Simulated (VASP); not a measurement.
A run of VASP 6.6.1:

File INCAR:

```
PREC = Accurate
ENCUT = 500
EDIFF = 1E-6
ISMEAR = 0
SIGMA = 0.1
LREAL = F
LASPH = T
NELM = 120
ALGO = Normal
ISIF = 2
LWAVE = F
LCHARG = F
GGA = PS
NBANDS = 8
GGA_COMPAT = F
```

Contents of KPOINTS:

```
Automatic mesh
0
Gamma
  19 19 19
```

The input POSCAR:

```
Al
1.0
    0.0000000000      1.9943227457      1.9943227457
    1.9943227457      0.0000000000      1.9943227457
    1.9943227457      1.9943227457      0.0000000000
Al
1
Direct
    0.0000000000      0.0000000000      0.0000000000
```

Potentials or basis: VASP PAW PBE potentials, release 64 (Al).

The run is started by

```sh
$ cat potpaw_PBE.64/Al/POTCAR > POTCAR
$ mpirun -np 1 vasp_std > vasp.out
```

Hardware: 1 thread of Intel(R) Xeon(R) Platinum 8259CL CPU @ 2.50GHz (Skylake/Cascade Lake) (shared host).

How long does it take, and how much memory?

Wall time 12 s on 1 thread of Intel(R) Xeon(R) Platinum 8259CL CPU @ 2.50GHz (Skylake/Cascade Lake), on a shared host, peak memory 0.14 GiB. Counts: scf iterations 9, k points 220.
